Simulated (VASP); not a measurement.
A run of VASP 6.6.1:

INCAR

```
SYSTEM = Si
PREC     = Accurate       ! precision mode
ENCUT    = 520            ! plane-wave cutoff, eV
EDIFF    = 1E-7           ! SCF threshold, eV
ISMEAR   = 0              ! smearing method
SIGMA    = 0.05           ! smearing width, eV
LREAL    = .False.        ! projectors in reciprocal space
LASPH    = .True.         ! aspherical terms in the spheres
NELM     = 100            ! most SCF steps
ALGO     = Normal         ! electronic algorithm
ISIF     = 2              ! what is computed and relaxed
LWAVE    = .False.        ! write WAVECAR
LCHARG   = .False.        ! write CHGCAR
GGA      = PE             ! functional
NBANDS   = 16             ! bands
```

The input KPOINTS:

```
regular mesh
0
Gamma
  12 12 6
  0 0 0
```

The input POSCAR:

```
Si
1.0
    3.7558710575      0.0000000000      0.0000000000
   -1.8779355288      3.2526797491      0.0000000000
    0.0000000000      0.0000000000      6.6914598761
Si
4
Direct
    0.3333333333      0.6666666667      0.0629320729
    0.6666666667      0.3333333333      0.5629320729
    0.3333333333      0.6666666667      0.4370679271
    0.6666666667      0.3333333333      0.9370679271
```

Potentials or basis: VASP PAW PBE potentials, release 64 (Si).

The run is started by

```bash
$ cat potpaw_PBE.64/Si/POTCAR > POTCAR
$ mpirun -np 1 vasp_std > vasp.out
```

Hardware: 1 thread of Intel Xeon 8259CL, on a shared host.

Estimate the wall time of this run.

It took 2.2 min on 1 thread of Intel Xeon 8259CL, with other jobs on the host, peak memory 0.22 GiB. Counts: scf iterations 15, k points 76.
